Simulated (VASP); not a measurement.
## Pb: single point with PBEsol

Pb:

```
Pb
1.0
     0.00000    2.13405    2.13405
     2.13405    0.00000    2.13405
     2.13405    2.13405    0.00000
Pb
1
Direct
  0.00000 0.00000 0.00000
```

```yaml
Program: VASP 6.6.1
Task: single point
Functional: PBEsol
Potentials_or_basis: VASP PAW PBE potentials, release 64 (Pb_d)
Cutoff: 520 eV
k_mesh: 15 × 15 × 15
Occupations: methfessel-paxton, width 0.05 eV
Spin: no spin polarisation
Dipole_correction: no
Further_INCAR_settings: ALGO = Normal; EDIFF = 1e-06; NBANDS = 13
```

```yaml
Pressure: 59.8 GPa
Band_gap_on_the_k_mesh: zero (bands 7 and 8 overlap by 12.00 eV)
```

Levels at points of the mesh, in eV from the Fermi level:
| k point | band 3 | band 4 | band 5 | band 6 | band 7 | band 8 | band 9 | band 10 | band 11 | band 12 |
| --- | --- | --- | --- | --- | --- | --- | --- | --- | --- | --- |
| (0.00, 0.00, 0.00) | -18.16 | -17.66 | -17.66 | -16.11 | 9.14 | 10.62 | 10.62 | 10.62 | 16.21 | 16.21 |

Run time: 35 s on 1 thread of Intel Xeon 8259CL, with other jobs on the host, peak memory 0.16 GiB.

Caveat: the cell stands under pressure; the PAW data sets were made with another functional, which shifts forces and pressure a little; spin-orbit coupling is left out, which moves the levels of the heavy elements.
